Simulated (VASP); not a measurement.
Here is a VASP 6.6.1 calculation.

File INCAR:

```
SYSTEM = MoS2
PREC = Accurate
ENCUT = 520
EDIFF = 1E-6
ISMEAR = -1
SIGMA = 0.05
LREAL = .FALSE.
LASPH = .TRUE.
NELM = 100
ALGO = Normal
ISIF = 2
LWAVE = .FALSE.
LCHARG = .FALSE.
GGA = RP
IVDW = 12
NBANDS = 35
```

The input KPOINTS:

```
Automatic mesh
0
G
  10 10 3
  0 0 0
```

POSCAR

```
MoS2
1.0
    3.1690000000      0.0000000000      0.0000000000
   -1.5845000000      2.7444345046      0.0000000000
    0.0000000000      0.0000000000     12.3240000000
Mo S
2 4
Direct
    0.6666666667      0.3333333333      0.7500000000
    0.3333333333      0.6666666667      0.2500000000
    0.6666666667      0.3333333333      0.3770000000
    0.3333333333      0.6666666667      0.8770000000
    0.6666666667      0.3333333333      0.1230000000
    0.3333333333      0.6666666667      0.6230000000
```

Potentials or basis: VASP PAW PBE potentials, release 64 (Mo_sv, S).

Launch:

```sh
$ cat potpaw_PBE.64/Mo_sv/POTCAR potpaw_PBE.64/S/POTCAR > POTCAR
$ mpirun -np 1 vasp_std > vasp.out
```

Task: Estimate the band gap on the k mesh.

Result: 0.99 eV, indirect (least direct gap 1.87 eV).

Task: What does it give for the pressure?

Result: -14.9 GPa.

Stress tensor (GPa, compression positive):
```
-17.56   0.00   0.00
  0.00 -17.56   0.00
  0.00   0.00  -9.66
```

Caveat: the PAW data sets were made with another functional, which shifts forces and pressure a little. A k mesh can miss the band edges.
